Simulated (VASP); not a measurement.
# B (P6/mmm) in VASP: a series of runs

The runs below take B through single point, with PBE+D3(BJ).

Program: VASP 6.6.1. These are calculated values, not measurements. Logs are shortened: lines on timing, memory, paths and dates and some standing lists are left out, and cuts for length are marked.

## 1. The cell of the first run

Symmetry: P6/mmm, No. 191, hexagonal system. The conventional cell has a = 1.617 Å, b = 1.617 Å, c = 3.545 Å, α = 90.00°, β = 90.00°, γ = 120.00°. B (site symmetry 6/mmm) has 6 B at 1.62 Å within 2.2 Å.

## 2. Single point, PBE+D3(BJ) (strain -0.050 along x and y, -0.025 along z)

Input file INCAR:

```
PREC = Accurate
ENCUT = 500
EDIFF = 1E-6
ISMEAR = 0
SIGMA = 0.15
LREAL = F
LASPH = T
NELM = 120
ALGO = Normal
ISIF = 2
LWAVE = F
LCHARG = T
GGA = PE
IVDW = 12
LELF = T
LVHAR = T
NBANDS = 8
GGA_COMPAT = F
```

Input file KPOINTS:

```
regular mesh
0
Gamma
  33 33 14
```

Input file POSCAR:

```
B
1.0
    1.6173118970      0.0000000000      0.0000000000
   -0.8086559485      1.4006331887      0.0000000000
    0.0000000000      0.0000000000      3.5445372787
B
1
Direct
    0.0000000000      0.0000000000      0.0000000000
```

Potentials or basis: VASP PAW PBE potentials, release 64 (B).

On the command line:

```bash
> cat potpaw_PBE.64/B/POTCAR > POTCAR
> mpirun -np 1 vasp_std > vasp.out
```

OUTCAR:

```text
PREC = Accurate
   ENCUT = 500
   EDIFF = 1E-6
   ISMEAR = 0
   LREAL = F
   LASPH = T
   NELM = 120
   ISIF = 2
   GGA = PE
   IVDW = 12
 IVDW          = 12

 ion  position               nearest neighbor table
   1  0.000  0.000  0.000-

  LATTYP: Found a hexagonal cell.
 ALAT       =     1.6173118970
 C/A-ratio  =     2.1916225839

  Lattice vectors:

 A1 = (   1.6173118970,   0.0000000000,   0.0000000000)
 A2 = (  -0.8086559485,   1.4006331887,   0.0000000000)
 A3 = (   0.0000000000,   0.0000000000,   3.5445372787)

Analysis of symmetry for initial positions (statically):
=====================================================================
 Subroutine PRICEL returns:
 Original cell was already a primitive cell.

 Routine SETGRP: Setting up the symmetry group for a
 hexagonal supercell.

 Subroutine GETGRP returns: Found 24 space group operations
 (whereof 24 operations were pure point group operations)
 out of a pool of 24 trial point group operations.

The static configuration has the point symmetry D_6h.

Analysis of symmetry for dynamics (positions and initial velocities):
=====================================================================
 Subroutine PRICEL returns:
 Original cell was already a primitive cell.

 Routine SETGRP: Setting up the symmetry group for a
 hexagonal supercell.

 Subroutine GETGRP returns: Found 24 space group operations
 (whereof 24 operations were pure point group operations)
 out of a pool of 24 trial point group operations.

The dynamic configuration has the point symmetry D_6h.

 Subroutine INISYM returns: Found 24 space group operations
 (whereof 24 operations are pure point group operations),
 and found     1 'primitive' translations

----------------------------------------------------------------------------------------

                                     Primitive cell

  volume of cell :       8.0293

  direct lattice vectors                    reciprocal lattice vectors
     1.617311897  0.000000000  0.000000000     0.618309926  0.356981402  0.000000000
    -0.808655948  1.400633189  0.000000000     0.000000000  0.713962805  0.000000000
     0.000000000  0.000000000  3.544537279     0.000000000  0.000000000  0.282124272

  length of vectors
     1.617311897  1.617311897  3.544537279     0.713962805  0.713962805  0.282124272

  position of ions in fractional coordinates (direct lattice)
     0.000000000  0.000000000  0.000000000

  ion indices of the primitive-cell ions
   primitive index   ion index
                 1           1

----------------------------------------------------------------------------------------

 KPOINTS: regular mesh

Automatic generation of k-mesh.
 Grid dimensions read from file:
 generate k-points for:   33   33   14

 Generating k-lattice:

  Cartesian coordinates                     Fractional coordinates (reciprocal lattice)
     0.018736664  0.010817618  0.000000000     0.030303030 -0.000000000  0.000000000
     0.000000000  0.021635237  0.000000000     0.000000000  0.030303030  0.000000000
     0.000000000  0.000000000  0.020151734     0.000000000  0.000000000  0.071428571

  Length of vectors
     0.021635237  0.021635237  0.020151734

  Shift w.r.t. Gamma in fractional coordinates (k-lattice)
     0.000000000  0.000000000  0.000000000

 Subroutine IBZKPT returns following result:
 ===========================================

 Found    864 irreducible k-points:

 Following reciprocal coordinates:
            Coordinates               Weight
  0.000000  0.000000  0.000000      1.000000
  0.030303  0.000000  0.000000      6.000000
  0.060606  0.000000  0.000000      6.000000
  0.090909  0.000000  0.000000      6.000000
  0.121212  0.000000  0.000000      6.000000
  0.151515 -0.000000  0.000000      6.000000
[... 16 lines left out ...]
  0.181818  0.030303  0.000000     12.000000
  0.212121  0.030303  0.000000     12.000000
 [... further k-points ...]
   k-points           NKPTS =    864   k-points in BZ     NKDIM =    864   number of bands    NBANDS=      8
   number of dos      NEDOS =    301   number of ions     NIONS =      1
   total plane-waves  NPLWV =   4032
   dimension x,y,z NGX =    12 NGY =   12 NGZ =   28
   dimension x,y,z NGXF=    24 NGYF=   24 NGZF=   56
   ions per type =               1
   NGX,Y,Z   is equivalent  to a cutoff of  12.33, 12.33, 13.13 a.u.
   NGXF,Y,Z  is equivalent  to a cutoff of  24.67, 24.67, 26.27 a.u.
 SYSTEM =  unknown system
   PREC   = accura    normal or accurate (medium, high low for compatibility)
   ISTART =      0    job   : 0-new  1-cont  2-samecut
   ICHARG =      2    charge: 1-file 2-atom 10-const
   ISPIN  =      1    spin polarized calculation?
   LNONCOLLINEAR =      F non collinear calculations
   LSORBIT =      F    spin-orbit coupling
   LASPH  =      T    aspherical Exc in radial PAW
   ENCUT  =  500.0 eV  36.75 Ry    6.06 a.u.   2.95  2.95  6.46*2*pi/ulx,y,z
   NELM   =    120;   NELMIN=  2; NELMDL= -5     # of ELM steps
   EDIFF  = 0.1E-05   stopping-criterion for ELM
   LREAL  =      F    real-space projection
   EDIFFG = 0.1E-04   stopping-criterion for IOM
   NSW    =      0    number of steps for IOM
   IBRION =     -1    ionic relax: 0-MD 1-quasi-New 2-CG
   NFREE  =      0    steps in history (QN), initial steepest desc. (CG)
   ISIF   =      2    stress and relaxation
   ISYM   =      2    0-nonsym 1-usesym 2-fastsym
   POTIM  = 0.5000    time-step for ionic-motion
   TEBEG  =    0.0;   TEEND  =   0.0 temperature during run
   PSTRESS=    0.0 pullay stress
   NELECT =       3.0000    total number of electrons
   NUPDOWN=      -1.0000    fix difference up-down
   EMIN   =  10.00;   EMAX   =-10.00  energy-range for DOS
   EFERMI =   0.00;   METHOD = LEGACY
   ISMEAR =     0;   SIGMA  =   0.15  broadening in eV -4-tet -1-fermi 0-gaus
   EFERMI_NEDOS =   21; number of points for ismear=-14 and -15
   IALGO  =     38    algorithm
   IMIX   =      4    mixing-type and parameters
     AMIX     =   0.40;   BMIX     =  1.00
     AMIX_MAG =   1.60;   BMIX_MAG =  1.00
  volume/ion in A,a.u.               =       8.03        54.18
  Fermi-wavevector in a.u.,A,eV,Ry     =   1.179115  2.228203 18.916331  1.390311
  Thomas-Fermi vector in A             =   2.315431
   LORBIT       =      0    0 simple, 1 ext, 2 COOP (PROOUT), +10 PAW based schemes
   GGA     = PE    functional components
   LHFCALC =     F    Hartree Fock is set to
   AEXX    =    0.0000 exact exchange contribution
   IVDW    =    12    specifies the selected vdW correction
   LEPSILON=     F    determine dielectric tensor
   LRPA    =     F    only Hartree local field effects (RPA)
 non-spin polarized calculation
 Gauss-broadening in eV      SIGMA  =   0.15
  energy-cutoff  :      500.00
  volume of cell :        8.03
 maximum number of plane-waves:       215
 NGX is ok and might be reduce to    12

 number of electron       3.0000000 magnetization

 Free energy of the ion-electron system (eV)
  ---------------------------------------------------
  ext. energy  EPLUGINS =         0.00000000
  ---------------------------------------------------
  free energy    TOTEN  =        -5.82838987 eV

  energy without entropy =       -5.82574497  energy(sigma->0) =       -5.82706742

 E-fermi :   6.4816     XC(G=0): -10.5267

 val. band max:        6.4811192433   @ k =   0.3030   0.2727   0.0000
 cond. band min:       6.4843727266   @ k =   0.3030   0.2727   0.0714
 fundamental gap:      0.0032534833
 Fermi energy:         6.4816366360

 k-point     1 :       0.0000    0.0000    0.0000
  band No.  band energies     occupation
      1     -12.0641      2.00000
      2      -1.4927      2.00000
      3       8.3420      0.00000
      4      33.4037      0.00000
      5      35.0888      0.00000
      6      35.0888      0.00000
      7      39.4258      0.00000
      8      57.4049      0.00000

 k-point     2 :       0.0303    0.0000    0.0000
  band No.  band energies     occupation
      1     -12.0191      2.00000
      2      -1.4250      2.00000
      3       8.3993      0.00000
      4      33.4595      0.00000
      5      34.7526      0.00000
      6      34.9201      0.00000
      7      39.6500      0.00000
      8      55.8601      0.00000

 k-point     3 :       0.0606    0.0000    0.0000
  band No.  band energies     occupation
      1     -11.8842      2.00000
      2      -1.2224      2.00000
      3       8.5709      0.00000
      4      33.6253      0.00000
      5      33.8668      0.00000
      6      34.4417      0.00000
      7      40.1782      0.00000
      8      53.5905      0.00000

 k-point     4 :       0.0909    0.0000    0.0000
  band No.  band energies     occupation
      1     -11.6598      2.00000
      2      -0.8851      2.00000
      3       8.8560      0.00000
      4      32.5977      0.00000
      5      33.7226      0.00000
      6      33.8961      0.00000
      7      40.7884      0.00000
      8      51.6962      0.00000

 k-point     5 :       0.1212    0.0000    0.0000
  band No.  band energies     occupation
      1     -11.3468      2.00000
      2      -0.4135      2.00000
      3       9.2531      0.00000
      4      31.0294      0.00000
      5      32.8447      0.00000
      6      34.2616      0.00000
      7      41.3312      0.00000
      8      50.3946      0.00000
[... 177 lines left out ...]
 k-point    22 :       0.1515    0.0303    0.0000
  band No.  band energies     occupation
      1     -10.6803      2.00000
      2       0.5943      2.00000
      3      10.0933      0.00000
      4      28.2372      0.00000
      5      31.0833      0.00000
      6      34.9740      0.00000
      7      42.0925      0.00000
      8      49.5717      0.00000

 k-point    23 :       0.1818    0.0303    0.0000
  band No.  band energies     occupation
      1     -10.1521      2.00000
      2       1.3972      2.00000
      3      10.7479      0.00000
      4      26.1927      0.00000
      5      30.1189      0.00000
      6      35.4362      0.00000
      7      42.3303      0.00000
      8      49.0626      0.00000

 k-point    24 :       0.2121    0.0303    0.0000
  band No.  band energies     occupation
      1      -9.5426      2.00000
      2       2.3299      2.00000
      3      11.4791      0.00000
      4      24.1132      0.00000
      5      29.1941      0.00000
      6      35.7669      0.00000
      7      42.5239      0.00000
      8      46.2317      0.00000

 [... further k-points ...]

------------------------ aborting loop because EDIFF is reached ----------------------------------------

 Edisp (eV)   -0.18104

 E8    (eV) :    -0.0593

  FORCE on cell =-STRESS in cart. coord.  units (eV):
  Direction    XX          YY          ZZ          XY          YZ          ZX
  --------------------------------------------------------------------------------------
  -------------------------------------------------------------------------------------
  Total       2.82035     2.82035    -0.12921     0.00000    -0.00000     0.00000
  in kB     562.77590   562.77590   -25.78197     0.00000    -0.00000     0.00000
  external pressure =      366.59 kB  Pullay stress =        0.00 kB

 VOLUME and BASIS-vectors are now :
 -----------------------------------------------------------------------------
  energy-cutoff  :      500.00
  volume of cell :        8.03
      direct lattice vectors                 reciprocal lattice vectors
     1.617311897  0.000000000  0.000000000     0.618309926  0.356981402  0.000000000
    -0.808655948  1.400633189  0.000000000     0.000000000  0.713962805  0.000000000
     0.000000000  0.000000000  3.544537279     0.000000000  0.000000000  0.282124272

 POSITION                                       TOTAL-FORCE (eV/Angst)
 -----------------------------------------------------------------------------------
      0.00000      0.00000      0.00000        -0.000000      0.000000      0.000000
 -----------------------------------------------------------------------------------
    total drift:                               -0.000000     -0.000000     -0.000000

  FREE ENERGIE OF THE ION-ELECTRON SYSTEM (eV)
  ---------------------------------------------------
  free  energy   TOTEN  =        -6.0094264689 eV

  energy  without entropy=       -6.0067815703  energy(sigma->0) =       -6.00810402
```

Wall time 19 s (1 thread of Intel Xeon Platinum 8488C (Sapphire Rapids), shared host); peak memory 0.15 GiB.

Results:

- Free energy: -6.0094 eV
- Pressure: 36.7 GPa
- Dispersion energy per atom: -0.181 eV

Stress tensor (GPa, compression positive):
```
56.28  0.00  0.00
 0.00 56.28  0.00
 0.00  0.00 -2.58
```

Levels at points of the mesh, in eV from the Fermi level:
```tsv
k point	band 1	band 2	band 3	band 4	band 5	band 6
(0.00, 0.00, 0.50)	-18.19	-9.94	8.83	13.78	28.61	28.61
```

Caveat: the cell differs from its parent crystal (strain -0.050 along x and y, -0.025 along z); pairwise dispersion overbinds metals, which lowers pressure and volume.

## 3. Single point, PBE+D3(BJ) (strain -0.050 along x and y, +0.000 along z)

Input file INCAR:

```
SYSTEM = B
ALGO = Normal ; EDIFF = 1E-6
ENCUT = 500 ; GGA = PE
GGA_COMPAT = .FALSE. ; ISIF = 2
ISMEAR = 0 ; IVDW = 12
LASPH = .TRUE. ; LCHARG = .FALSE.
LREAL = .FALSE. ; LWAVE = .FALSE.
NBANDS = 8 ; NELM = 120
PREC = Accurate ; SIGMA = 0.15
```

Input file KPOINTS:

```
k-points
0
G
  33 33 14
  0 0 0
```

POSCAR: that of step 2 with these lines changed.

```diff
@@ -4,3 +4,3 @@
    -0.8086559485      1.4006331887      0.0000000000
-    0.0000000000      0.0000000000      3.5445372787
+    0.0000000000      0.0000000000      3.6354228500
 B
```

Potentials or basis: VASP PAW PBE potentials, release 64 (B).

On the command line:

```bash
> cat potpaw_PBE.64/B/POTCAR > POTCAR
> mpirun -np 1 vasp_std > vasp.out
```

It took 19 s on 1 thread of Intel Xeon Platinum 8488C (Sapphire Rapids), shared host; peak memory 0.15 GiB.

Results (log left out):

```
Free energy                : -6.0060 eV
Pressure                   : 35.7 GPa
Dispersion energy per atom : -0.175 eV
```

Stress tensor (GPa, compression positive):
```
55.05  0.00  0.00
 0.00 55.05  0.00
 0.00  0.00 -3.00
```

Levels at points of the mesh, in eV from the Fermi level:
```csv
k point,band 1,band 2,band 3,band 4,band 5,band 6
"(0.00, 0.00, 0.00)",-18.52,-8.12,1.72,25.32,28.60,28.60
"(0.00, 0.00, 0.50)",-18.23,-9.83,8.21,12.88,28.61,28.61
```

Caveat: the cell differs from its parent crystal (strain -0.050 along x and y, +0.000 along z); pairwise dispersion overbinds metals, which lowers pressure and volume.

[end of part 1 of 2]
